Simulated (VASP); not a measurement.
Set up this calculation in VASP 6.6.1, as the native input.

| Property | Result |
| --- | --- |
| Task | single point |
| Functional | PBE |
| Potentials or basis | VASP PAW PBE potentials, release 64 (Ni, Si) |
| Cutoff | 520 eV |
| k mesh | 18 × 18 × 18 |
| Occupations | gaussian, width 0.1 eV |
| Spin | no spin polarisation |
| Dipole correction | no |
| Further INCAR settings | ALGO = Normal; EDIFF = 1e-07; NBANDS = 14 |

The structure of SiNi lies in POSCAR:

```
SiNi
1.0
   -1.5158852884     -1.5158852884     -3.4097314563
   -1.5158852884     -3.4097314563     -1.5158852884
   -3.4097314563     -1.5158852884     -1.5158852884
Ni Si
1 1
Direct
    0.0000000000      0.0000000000      1.0000000000
    0.5000000000      0.5000000000      0.5000000000
```

These files were run (other wordings do the same):

INCAR

```
PREC = Accurate ; ENCUT = 520
EDIFF = 1E-7 ; ISMEAR = 0
SIGMA = 0.1 ; LREAL = F
LASPH = T ; NELM = 100
ALGO = Normal ; ISIF = 2
LWAVE = F ; LCHARG = T
GGA = PE ; LELF = T
LVHAR = T ; NBANDS = 14
```

KPOINTS

```
regular mesh
0
Gamma
  18 18 18
```

Potentials or basis: VASP PAW PBE potentials, release 64 (Ni, Si).

Run with:

```console
$ cat potpaw_PBE.64/Ni/POTCAR potpaw_PBE.64/Si/POTCAR > POTCAR
$ mpirun -np 1 vasp_std > vasp.out
```

It gave:

```json
{"Pressure": "0.1 GPa", "Band gap on the k mesh": "zero (band 7 reaches 11.50 eV, above the bottom of band 8 at 11.02 eV)"}
```

It took 3.3 min on 1 thread of AMD EPYC 9R45 96-Core Processor (Zen 5) (shared host), peak memory 0.3 GiB.
